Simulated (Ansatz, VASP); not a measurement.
# Na: VASP beside Ansatz

File INCAR:

```
  PREC = Accurate
  ENCUT = 520
  EDIFF = 1E-6
  ISMEAR = -1
  SIGMA = 0.05
  LREAL = F
  LASPH = T
  NELM = 80
  ALGO = Normal
  ISIF = 2
  LWAVE = F
  LCHARG = T
  GGA = PS
  LELF = T
  LVHAR = T
  NBANDS = 22
```

Contents of KPOINTS:

```
Automatic mesh
0
Gamma
  8 8 3
```

The input POSCAR:

```
Na
1.0
    3.7248896839      0.0000000000      0.0000000000
   -1.8624448419      3.2258490925      0.0000000000
    0.0000000000      0.0000000000     12.6203525792
Na
4
Direct
    0.6666666667      0.3333333333      0.7500000000
    0.0000000000      0.0000000000      0.5000000000
    0.3333333333      0.6666666667      0.2500000000
    0.0000000000      0.0000000000      0.0000000000
```

The input input.yaml:

```yaml
crystal:
  lattice:
    - [3.7248896839, 0.0, 0.0]
    - [-1.8624448419, 3.2258490925, 0.0]
    - [0.0, 0.0, 12.6203525792]
  atoms:
    - { symbol: Na, position: [0.6666666667, 0.3333333333, 0.75] }
    - { symbol: Na, position: [0.0, 0.0, 0.5] }
    - { symbol: Na, position: [0.3333333333, 0.6666666667, 0.25] }
    - { symbol: Na, position: [0.0, 0.0, 0.0] }
hamiltonian:
  xc: pbesol
  pseudopotentials: { kind: paw }
kpoints:
  mp_grid: { grid: [8, 8, 3] }
scf:
  occupations: { method: fermi_dirac, width: 0.05 }
output:
  forces: true
  stress: true
  eigenvalues: true
  write_density: true
  write_potential: true
  elf: true
  volumetric_format: npy
```

Alike in both runs: task single point; functional PBEsol; k mesh 8 × 8 × 3; occupations fermi-dirac, width 0.05 eV; no spin polarisation.

|  | VASP | Ansatz |
| --- | --- | --- |
| version | VASP 6.6.1 | Ansatz 0.2.0 |
| potentials or method | VASP PAW PBE potentials, release 64 (Na_pv) | Ansatz PAW |
| plane-wave cutoff (eV) | 520 | 420 |
| valence electrons in the cell | 28 | 36 |

VASP gave:

| Item | Value |
| --- | --- |
| gap on the k mesh at the Fermi level (eV) | none |
| pressure (GPa) | -0.3 |
| traceless stress, the component that is largest in VASP (GPa) | -0.62 |

**Question.** Estimate Ansatz's values.

**Answer.** gap on the k mesh at the Fermi level (eV): none; pressure (GPa): -0.3; traceless stress, the component that is largest in VASP (GPa): -0.61.

VASP's potentials were made for PBE, not for PBEsol. A gap of «none» marks a metal or a gap that the smearing closes. With one functional, cell and mesh, what is left measures potentials, basis and numerics. VASP's potentials hold 28 valence electrons a cell and Ansatz's 36, so a difference there can come from the potentials and not from the codes.
